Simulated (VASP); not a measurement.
Write the native input for VASP 6.6.1 that does the following.

- Task: single point
- Functional: PBE
- Potentials or basis: VASP PAW PBE potentials, release 64 (Hf_pv)
- Cutoff: 500 eV
- k mesh: 5 × 5 × 3
- Occupations: fermi-dirac, width 0.3 eV
- Spin: no spin polarisation
- Dipole correction: no
- Further INCAR settings: ALGO = Normal; EDIFF = 1e-06; NBANDS = 17

The structure of Hf lies in POSCAR:

```
Hf
1.0
    3.1967000000      0.0000000000      0.0000000000
   -1.5983500000      2.7684234083      0.0000000000
    0.0000000000      0.0000000000      5.0578000000
Hf
2
Direct
    0.3333330000      0.6666670000      0.2500000000
    0.6666670000      0.3333330000      0.7500000000
```

These files were run (other wordings do the same):

INCAR

```
PREC     = Accurate       # precision mode
ENCUT    = 500            # plane-wave cutoff, eV
EDIFF    = 1E-6           # SCF threshold, eV
ISMEAR   = -1             # smearing method
SIGMA    = 0.3            # smearing width, eV
LREAL    = False          # projectors in reciprocal space
LASPH    = True           # aspherical terms in the spheres
NELM     = 120            # most SCF steps
ALGO     = Normal         # electronic algorithm
ISIF     = 2              # what is computed and relaxed
LWAVE    = False          # write WAVECAR
LCHARG   = False          # write CHGCAR
GGA      = PE             # functional
NBANDS   = 17             # bands
GGA_COMPAT= False
```

KPOINTS

```
Automatic mesh
0
Gamma
  5 5 3
```

Potentials or basis: VASP PAW PBE potentials, release 64 (Hf_pv).

The run is started by

```sh
$ cat potpaw_PBE.64/Hf_pv/POTCAR > POTCAR
$ mpirun -np 1 vasp_std > vasp.out
```

Results of the run:

```yaml
Pressure: 1.3 GPa
Band_gap_on_the_k_mesh: zero (band 10 reaches 6.10 eV, above the bottom of band 11 at 4.82 eV)
```

Caveat: the k points lie up to 0.45 Å⁻¹ apart; spin-orbit coupling is left out, which moves the levels of the heavy elements.

Wall time 11 s on 1 thread of Intel(R) Xeon(R) Platinum 8375C CPU @ 2.90GHz (Ice Lake), on a shared host, peak memory 0.15 GiB.
